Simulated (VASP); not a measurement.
# NaGa12O18 (a cell with a defect) in VASP: notebook

Runs on NaGa12O18 (a cell with a defect). Level: PBE. Tasks: single point, relaxation of the atoms.

All numbers are computed with VASP 6.6.1; they aren't measurements. Logs are shortened: lines on timing, memory, paths and dates and some standing lists are left out, and cuts for length are marked.

### Step 1. The cell of the first run

The cell holds a defect, 31 atoms: a = 9.250 Å, b = 5.877 Å, c = 6.416 Å, α = 103.29°, β = 103.90°, γ = 90.00°.

### Step 2. Single point, PBE

INCAR

```
ALGO     = Normal         # electronic algorithm
EDIFF    = 1E-6           # SCF threshold, eV
ENCUT    = 520            # plane-wave cutoff, eV
GGA      = PE             # functional
ISIF     = 2              # what is computed and relaxed
ISMEAR   = -1             # smearing method
LASPH    = True           # aspherical terms in the spheres
LCHARG   = True           # write CHGCAR
LELF     = True           # ELF
LREAL    = Auto         
LVHAR    = True         
LWAVE    = False          # write WAVECAR
NBANDS   = 156            # bands
NELECT   = 270.0        
NELM     = 100            # most SCF steps
PREC     = Accurate       # precision mode
SIGMA    = 0.01           # smearing width, eV
```

KPOINTS

```
k-points
0
Gamma
  1 1 1
```

POSCAR

```
NaGa12O18
1.0
    0.0000000000      9.2496621800      0.0000000000
   -1.3977182400      0.0000000000      5.7085775500
    6.2279771500     -1.5416103600      0.0067278600
Ga O Na
12 18 1
Direct
    0.1095869133      0.6323779915      0.6850907045
    0.2254851836      0.3169257128      0.3104985460
    0.3133525937      0.1957365511      0.8330611084
    0.0165995447      0.7571927377      0.1335546166
    0.4439470169      0.6908379813      0.6831012293
    0.5493622772      0.3045765094      0.3206630491
    0.6321213797      0.2087227929      0.8173104255
    0.3601708420      0.7852529532      0.1780090628
    0.7675673621      0.6793443999      0.6838445223
    0.8697320297      0.3346073919      0.3220570350
    0.9764997687      0.1625406850      0.9158773295
    0.6862952382      0.7930448939      0.1790647728
    0.1700959225      0.7161855922      0.0013387437
    0.1725816463      0.2680061685      0.9922921940
    0.2621140284      0.3961598952      0.6308865329
    0.0509222188      0.5799604120      0.3531601342
    0.0345614102      0.0964659912      0.2245005468
    0.2732599394      0.8818887926      0.6879508302
    0.4942224502      0.7317527276      0.0030926791
    0.5022889916      0.2621433389      1.0008264925
    0.5989702050      0.4295313442      0.6431482804
    0.3881363547      0.5676687377      0.3588047764
    0.3827562586      0.0984738899      0.3136454590
    0.6070453340      0.8966741345      0.6794383941
    0.8177025156      0.7333508858      0.0014264518
    0.8173928711      0.2875219273      1.0040013782
    0.9461704264      0.3961221560      0.6379373378
    0.7206633409      0.5769635527      0.3627923525
    0.7160966304      0.1038602859      0.3230601795
    0.9470756000      0.8719638050      0.7251932058
    1.0575428633      1.0453164197      0.5426917513
```

Potentials or basis: VASP PAW PBE potentials, release 64 (Ga_d, O, Na_pv).

Launch:

```sh
> cat potpaw_PBE.64/Ga_d/POTCAR potpaw_PBE.64/O/POTCAR potpaw_PBE.64/Na_pv/POTCAR > POTCAR
> mpirun -np 1 vasp_gam > vasp.out
```

OUTCAR:

```text
EDIFF = 1E-6
   ENCUT = 520
   GGA = PE
   ISIF = 2
   ISMEAR = -1
   LASPH = True
   LREAL = Auto
   NELECT = 270.0
   NELM = 100
   PREC = Accurate

 ion  position               nearest neighbor table
   1  0.110  0.632  0.685-  13 1.92  27 1.97  15 2.01  16 2.02  30 2.08  18 2.10  31 2.79
   2  0.225  0.317  0.310-  14 1.93  23 1.94  15 1.94  22 2.02  17 2.07  16 2.26
   3  0.313  0.196  0.833-  20 1.81  14 1.83  18 1.86  15 1.92  31 2.64
   4  0.017  0.757  0.134-  13 1.81  25 1.82  16 1.91  17 1.94  31 2.72
   5  0.444  0.691  0.683-  18 1.94  24 1.94  19 1.95  22 1.98  21 2.12  15 2.32
   6  0.549  0.305  0.321-  29 1.94  23 1.95  20 1.95  21 1.97  22 2.16  28 2.18
   7  0.632  0.209  0.817-  26 1.83  24 1.83  20 1.85  21 1.88
   8  0.360  0.785  0.178-  23 1.83  13 1.84  19 1.84  22 1.89
   9  0.768  0.679  0.684-  25 1.93  30 1.94  28 1.95  24 1.96  21 2.07  27 2.37
  10  0.870  0.335  0.322-  27 1.93  26 1.93  29 1.97  28 2.00  16 2.15  17 2.18  31 2.80
  11  0.976  0.163  0.916-  26 1.80  14 1.83  30 1.83  17 2.05  31 2.62
  12  0.686  0.793  0.179-  29 1.84  25 1.84  19 1.85  28 1.90
  13  0.170  0.716  0.001-   4 1.81   8 1.84   1 1.92
  14  0.173  0.268  0.992-  11 1.83   3 1.83   2 1.93
  15  0.262  0.396  0.631-   3 1.92   2 1.94   1 2.01   5 2.32
  16  0.051  0.580  0.353-   4 1.91   1 2.02  10 2.15   2 2.26
  17  0.035  0.096  0.225-   4 1.94  11 2.05   2 2.07  31 2.09  10 2.18
  18  0.273  0.882  0.688-   3 1.86   5 1.94   1 2.10  31 2.30
  19  0.494  0.732  0.003-   8 1.84  12 1.85   5 1.95
  20  0.502  0.262  0.001-   3 1.81   7 1.85   6 1.95
  21  0.599  0.430  0.643-   7 1.88   6 1.97   9 2.07   5 2.12
  22  0.388  0.568  0.359-   8 1.89   5 1.98   2 2.02   6 2.16
  23  0.383  0.098  0.314-   8 1.83   2 1.94   6 1.95
  24  0.607  0.897  0.679-   7 1.83   5 1.94   9 1.96
  25  0.818  0.733  0.001-   4 1.82  12 1.84   9 1.93
  26  0.817  0.288  0.004-  11 1.80   7 1.83  10 1.93
  27  0.946  0.396  0.638-  10 1.93   1 1.97  31 2.33   9 2.37
  28  0.721  0.577  0.363-  12 1.90   9 1.95  10 2.00   6 2.18
  29  0.716  0.104  0.323-  12 1.84   6 1.94  10 1.97
  30  0.947  0.872  0.725-  11 1.83   9 1.94   1 2.08  31 2.14
  31  0.058  0.045  0.543-  17 2.09  30 2.14  18 2.30  27 2.33  11 2.62   3 2.64   4 2.72   1 2.79
                            10 2.80

  LATTYP: Found a triclinic cell.
 ALAT       =     5.8771994966
 B/A-ratio  =     1.6412011407
 C/A-ratio  =     2.7541529852
 COS(alpha) =     0.0064926560
 COS(beta)  =     0.5439765005
 COS(gamma) =     0.7621873503

  Lattice vectors:

 A1 = (   1.3977182400,   0.0000000000,  -5.7085775500)
 A2 = (   7.6256953900,  -1.5416103600,  -5.7018496900)
 A3 = (  -9.6605178200,  -6.1664414600, -11.4306108200)

Analysis of symmetry for initial positions (statically):
=====================================================================
 Subroutine PRICEL returns:
 Original cell was already a primitive cell.

 Routine SETGRP: Setting up the symmetry group for a
 triclinic supercell.

 Subroutine GETGRP returns: Found  1 space group operations
 (whereof  1 operations were pure point group operations)
 out of a pool of  2 trial point group operations.

The static configuration has the point symmetry C_1 .

Analysis of symmetry for dynamics (positions and initial velocities):
=====================================================================
 Subroutine PRICEL returns:
 Original cell was already a primitive cell.

 Routine SETGRP: Setting up the symmetry group for a
 triclinic supercell.

 Subroutine GETGRP returns: Found  1 space group operations
 (whereof  1 operations were pure point group operations)
 out of a pool of  2 trial point group operations.

The dynamic configuration has the point symmetry C_1 .

 Subroutine INISYM returns: Found  1 space group operations
 (whereof  1 operations are pure point group operations),
 and found     1 'primitive' translations

----------------------------------------------------------------------------------------

                                     Primitive cell

  volume of cell :     328.9392

  direct lattice vectors                    reciprocal lattice vectors
     0.000000000  9.249662180  0.000000000     0.026753887  0.108112056  0.006550563
    -1.397718240  0.000000000  5.708577550    -0.000189185  0.000000000  0.175128666
     6.227977150 -1.541610360  0.006727860     0.160523321  0.000000000  0.039303377

  length of vectors
     9.249662180  5.877199497  6.415941641     0.111565663  0.175128768  0.165264914

  position of ions in fractional coordinates (direct lattice)
     0.109586913  0.632377992  0.685090704
     0.225485184  0.316925713  0.310498546
     0.313352594  0.195736551  0.833061108
     0.016599545  0.757192738  0.133554617
     0.443947017  0.690837981  0.683101229
     0.549362277  0.304576509  0.320663049
[... 23 lines left out ...]
     0.947075600  0.871963805  0.725193206
     0.057542863  0.045316420  0.542691751

  ion indices of the primitive-cell ions
   primitive index   ion index
                 1           1
                 2           2
                 3           3
                 4           4
                 5           5
                 6           6
[... 23 lines left out ...]
                30          30
                31          31

----------------------------------------------------------------------------------------

 KPOINTS: k-points

Automatic generation of k-mesh.
 Grid dimensions read from file:
 generate k-points for:    1    1    1

 Generating k-lattice:

  Cartesian coordinates                     Fractional coordinates (reciprocal lattice)
     0.026753887  0.108112056  0.006550563     1.000000000  0.000000000  0.000000000
    -0.000189185  0.000000000  0.175128666     0.000000000  1.000000000  0.000000000
     0.160523321  0.000000000  0.039303377     0.000000000 -0.000000000  1.000000000

  Length of vectors
     0.111565663  0.175128768  0.165264914

  Shift w.r.t. Gamma in fractional coordinates (k-lattice)
     0.000000000  0.000000000  0.000000000

 Subroutine IBZKPT returns following result:
 ===========================================

 Found      1 irreducible k-points:

 Following reciprocal coordinates:
            Coordinates               Weight
  0.000000  0.000000  0.000000      1.000000
   k-points           NKPTS =      1   k-points in BZ     NKDIM =      1   number of bands    NBANDS=    156
   number of dos      NEDOS =    301   number of ions     NIONS =     31
   total plane-waves  NPLWV = 161280
   dimension x,y,z NGX =    70 NGY =   48 NGZ =   48
   dimension x,y,z NGXF=   140 NGYF=   96 NGZF=   96
   ions per type =              12  18   1
   NGX,Y,Z   is equivalent  to a cutoff of  12.58, 13.58, 12.44 a.u.
   NGXF,Y,Z  is equivalent  to a cutoff of  25.16, 27.16, 24.87 a.u.
 SYSTEM =  unknown system
   PREC   = accura    normal or accurate (medium, high low for compatibility)
   ISTART =      0    job   : 0-new  1-cont  2-samecut
   ICHARG =      2    charge: 1-file 2-atom 10-const
   ISPIN  =      1    spin polarized calculation?
   LNONCOLLINEAR =      F non collinear calculations
   LSORBIT =      F    spin-orbit coupling
   LASPH  =      T    aspherical Exc in radial PAW
   ENCUT  =  520.0 eV  38.22 Ry    6.18 a.u.  17.20 10.93 11.93*2*pi/ulx,y,z
   NELM   =    100;   NELMIN=  2; NELMDL= -5     # of ELM steps
   EDIFF  = 0.1E-05   stopping-criterion for ELM
   LREAL  =      T    real-space projection
   EDIFFG = 0.1E-04   stopping-criterion for IOM
   NSW    =      0    number of steps for IOM
   IBRION =     -1    ionic relax: 0-MD 1-quasi-New 2-CG
   NFREE  =      0    steps in history (QN), initial steepest desc. (CG)
   ISIF   =      2    stress and relaxation
   ISYM   =      2    0-nonsym 1-usesym 2-fastsym
   POTIM  = 0.5000    time-step for ionic-motion
   TEBEG  =    0.0;   TEEND  =   0.0 temperature during run
   PSTRESS=    0.0 pullay stress
   NELECT =     270.0000    total number of electrons
   NUPDOWN=      -1.0000    fix difference up-down
   EMIN   =  10.00;   EMAX   =-10.00  energy-range for DOS
   EFERMI =   0.00;   METHOD = LEGACY
   ISMEAR =    -1;   SIGMA  =   0.01  broadening in eV -4-tet -1-fermi 0-gaus
   EFERMI_NEDOS =   21; number of points for ismear=-14 and -15
   IALGO  =     38    algorithm
   IMIX   =      4    mixing-type and parameters
     AMIX     =   0.40;   BMIX     =  1.00
     AMIX_MAG =   1.60;   BMIX_MAG =  1.00
  volume/ion in A,a.u.               =      10.61        71.61
  Fermi-wavevector in a.u.,A,eV,Ry     =   1.532819  2.896608 31.967351  2.349534
  Thomas-Fermi vector in A             =   2.639972
   LORBIT       =      0    0 simple, 1 ext, 2 COOP (PROOUT), +10 PAW based schemes
   GGA     = PE    functional components
[... 5 lines left out ...]
 non-spin polarized calculation
  energy-cutoff  :      520.00
  volume of cell :      328.94
 maximum number of plane-waves:      4413
 NGX is ok and might be reduce to    70
   NGX = 35   NGY = 21   NGZ = 23

 number of electron     270.0000008 magnetization

 Free energy of the ion-electron system (eV)
  ---------------------------------------------------
  ext. energy  EPLUGINS =         0.00000000
  ---------------------------------------------------
  free energy    TOTEN  =      -181.29812128 eV

  energy without entropy =     -181.29812128  energy(sigma->0) =     -181.29812128

 E-fermi :   4.0730     XC(G=0): -11.4560

 val. band max:        3.8158147241   @ k =   0.0000   0.0000   0.0000
 cond. band min:       5.8120035069   @ k =   0.0000   0.0000   0.0000
 fundamental gap:      1.9961887828
 Fermi energy:         4.0730026635

 k-point     1 :       0.0000    0.0000    0.0000
  band No.  band energies     occupation
      1     -17.8923      2.00000
      2     -17.7612      2.00000
      3     -17.7292      2.00000
      4     -15.0371      2.00000
      5     -14.4085      2.00000
      6     -14.3670      2.00000
[... 139 lines left out ...]
    146      11.1031      0.00000
    147      11.1067      0.00000
 [bands above 147 left out]

------------------------ aborting loop because EDIFF is reached ----------------------------------------

  FORCE on cell =-STRESS in cart. coord.  units (eV):
  Direction    XX          YY          ZZ          XY          YZ          ZX
  --------------------------------------------------------------------------------------
  -------------------------------------------------------------------------------------
  Total        5.7729080      7.4562090      6.3752567     -1.7885830     -0.5711677     -1.9448864
  in kB       28.1183334     36.3172549     31.0522174     -8.7117225     -2.7820094     -9.4730359
  external PRESSURE =      31.8292686 kB  Pullay stress =       0.0000000 kB

 VOLUME and BASIS-vectors are now :
 -----------------------------------------------------------------------------
  energy-cutoff  :      520.00
  volume of cell :      328.94
      direct lattice vectors                 reciprocal lattice vectors
     0.000000000  9.249662180  0.000000000     0.026753887  0.108112056  0.006550563
    -1.397718240  0.000000000  5.708577550    -0.000189185  0.000000000  0.175128666
     6.227977150 -1.541610360  0.006727860     0.160523321  0.000000000  0.039303377

 POSITION                                       TOTAL-FORCE (eV/Angst)
 -----------------------------------------------------------------------------------
      3.38284     -0.04250      3.61459         0.013527     -0.022930      0.056344
      1.49081      1.60699      1.81128         0.005896      0.001951      0.000550
      4.91470      1.61415      1.12298         0.006591      0.016992      0.014786
     -0.22657     -0.05235      4.32339         0.107088     -0.004193     -0.092130
      3.28874      3.05328      3.94830         0.011118      0.004453     -0.000932
      1.57137      4.58708      1.74086        -0.023146      0.002576      0.008301
[... 23 lines left out ...]
      3.29773      7.64216      4.98255        -0.085360      0.014646     -0.012609
      3.31653     -0.30437      0.26234         0.028977      0.026253      0.137840
 -----------------------------------------------------------------------------------
    total drift:                                0.004737     -0.012329      0.008736

  FREE ENERGIE OF THE ION-ELECTRON SYSTEM (eV)
  ---------------------------------------------------
  free  energy   TOTEN  =      -181.2981212782 eV

  energy  without entropy=     -181.2981212782  energy(sigma->0) =     -181.29812128
```

Wall time 2.3 min (1 thread of AMD EPYC 7R13 (Zen 3), shared host); peak memory 0.34 GiB.

What came out:

```
Free energy   : -181.2981 eV
Largest force : 0.143 eV/Å
```

Forces on the atoms (eV/Å):
```
Ga   0.014 -0.023  0.056
Ga   0.006  0.002  0.001
Ga   0.007  0.017  0.015
Ga   0.107 -0.004 -0.092
Ga   0.011  0.004 -0.001
Ga  -0.023  0.003  0.008
Ga  -0.016  0.024 -0.021
Ga  -0.003 -0.002  0.006
Ga   0.019  0.055 -0.048
Ga  -0.005 -0.027 -0.018
Ga   0.076 -0.016 -0.071
Ga  -0.016  0.009  0.007
O   -0.006 -0.004  0.032
O   -0.019  0.013  0.028
O   -0.001 -0.021 -0.008
O   -0.012  0.023 -0.015
O   -0.033 -0.003 -0.026
O   -0.022 -0.019  0.010
O   -0.023 -0.003 -0.017
O   -0.004  0.003  0.001
O    0.010 -0.013 -0.011
O   -0.015  0.002  0.008
O    0.010  0.006 -0.027
O    0.002  0.032  0.010
O   -0.004  0.020  0.026
O   -0.001 -0.014  0.030
O    0.027 -0.074  0.027
O   -0.037 -0.029 -0.003
O    0.006 -0.003 -0.029
O   -0.085  0.015 -0.013
Na   0.029  0.026  0.138
```

Levels at points of the mesh, in eV from the Fermi level:
```csv
k point,band 133,band 134,band 135,band 136,band 137,band 138
"(0.00, 0.00, 0.00)",-0.39,-0.31,-0.26,1.74,4.83,5.01
```

Caveat: the k points lie up to 1.10 Å⁻¹ apart; the cell carries a net charge on a neutralising background, which shifts energy and pressure; the cell is charged against a uniform background, so pressure and absolute levels hang on convention.

### Step 3. Single point, PBE

INCAR

```
  PREC = Accurate
  ENCUT = 520
  EDIFF = 1E-7
  ISMEAR = -1
  SIGMA = 0.01
  LREAL = Auto
  LASPH = True
  NELM = 60
  ALGO = Normal
  ISIF = 2
  LWAVE = False
  LCHARG = False
  GGA = PE
  NBANDS = 156
  NELECT = 270.0
```

KPOINTS

```
regular mesh
0
Gamma
  1 1 1
```

POSCAR

```
NaGa12O18
1.0
    0.0000000000      9.2496621800      0.0000000000
   -1.3977182400      0.0000000000      5.7085775500
    6.2279771500     -1.5416103600      0.0067278600
Ga O Na
12 18 1
Direct
    0.1082998464      0.6430819675      0.6832361926
    0.2278744618      0.3086079582      0.3187548580
    0.3121285170      0.1919334907      0.8381244528
    0.0226901250      0.7330506713      0.1500320685
    0.4480131238      0.6950459640      0.6825667980
    0.5473801942      0.3078886357      0.3182061389
    0.6368989602      0.2075171007      0.8169815518
    0.3598328170      0.7815198671      0.1751272599
    0.7748505010      0.6676144973      0.6808804622
    0.8591812958      0.3471279628      0.3189876965
    0.9826147951      0.1143082867      0.9529450148
    0.6866673732      0.8000512386      0.1707021692
    0.1684873712      0.7151604363      0.0000280647
    0.1685323605      0.2602738178      0.9973047930
    0.2543109714      0.3887353251      0.6354547165
    0.0557450870      0.5512078438      0.3521591689
    0.0429845367      0.0696852811      0.2427470994
    0.2730124412      0.8795905982      0.6829597669
    0.4933898896      0.7323672005     -0.0005884745
    0.5032383438      0.2597931741      0.9972738352
    0.5983598469      0.4274307796      0.6424401857
    0.3868468993      0.5655039517      0.3595254341
    0.3858046553      0.0947193437      0.3132171020
    0.6155662446      0.8933617139      0.6886849228
    0.8256503159      0.7367412929      0.0040422022
    0.8249422577      0.2819694988      1.0049628894
    0.9285283830      0.4285126281      0.6320629992
    0.7112802611      0.5826466390      0.3512970234
    0.7150884570      0.1080859722      0.3213274048
    0.9478818938      0.8766164768      0.7085255345
    1.0493148016      1.1076036210      0.5741550904
```

Potentials or basis: VASP PAW PBE potentials, release 64 (Ga_d, O, Na_pv).

Launch:

```sh
> cat potpaw_PBE.64/Ga_d/POTCAR potpaw_PBE.64/O/POTCAR potpaw_PBE.64/Na_pv/POTCAR > POTCAR
> mpirun -np 1 vasp_gam > vasp.out
```

It took 2.5 min on 1 thread of AMD EPYC 7R13 (Zen 3), shared host; peak memory 0.34 GiB.

Results (log left out):

```yaml
Free_energy: -181.4625 eV
Largest_force: 0.044 eV/Å
```

Forces on the atoms (eV/Å):
```
Ga   0.017  0.015  0.013
Ga  -0.003  0.001 -0.001
Ga   0.001  0.007  0.005
Ga   0.002  0.002 -0.017
Ga   0.015 -0.020 -0.018
Ga  -0.018 -0.001  0.004
Ga  -0.010  0.004  0.000
Ga   0.010 -0.001  0.008
Ga   0.015 -0.008  0.007
Ga  -0.017  0.024 -0.029
Ga  -0.040 -0.005  0.005
Ga   0.010 -0.007  0.009
O   -0.003  0.009  0.007
O   -0.010  0.015  0.010
O    0.007  0.015  0.017
O   -0.001  0.006 -0.008
O    0.013 -0.017  0.014
O   -0.016 -0.025 -0.007
O   -0.009 -0.001 -0.005
O    0.010 -0.004  0.003
O    0.012 -0.010  0.004
O   -0.007  0.007  0.004
O    0.008 -0.004 -0.023
O   -0.005  0.001  0.016
O   -0.007 -0.001  0.000
O   -0.016 -0.006  0.008
O    0.039 -0.005 -0.020
O   -0.016 -0.018  0.012
O    0.009  0.015 -0.021
O   -0.007 -0.004 -0.002
Na   0.018  0.016  0.005
```

Levels at points of the mesh, in eV from the Fermi level:
```tsv
k point	band 131	band 132	band 133	band 134	band 135	band 136	band 137	band 138	band 139	band 140
(0.00, 0.00, 0.00)	-0.67	-0.58	-0.50	-0.33	-0.28	1.82	4.94	5.10	5.31	5.65
```

Caveat: the k points lie up to 1.10 Å⁻¹ apart; the cell carries a net charge on a neutralising background, which shifts energy and pressure; the cell is charged against a uniform background, so pressure and absolute levels hang on convention.

(Continued in part 2 of 2.)
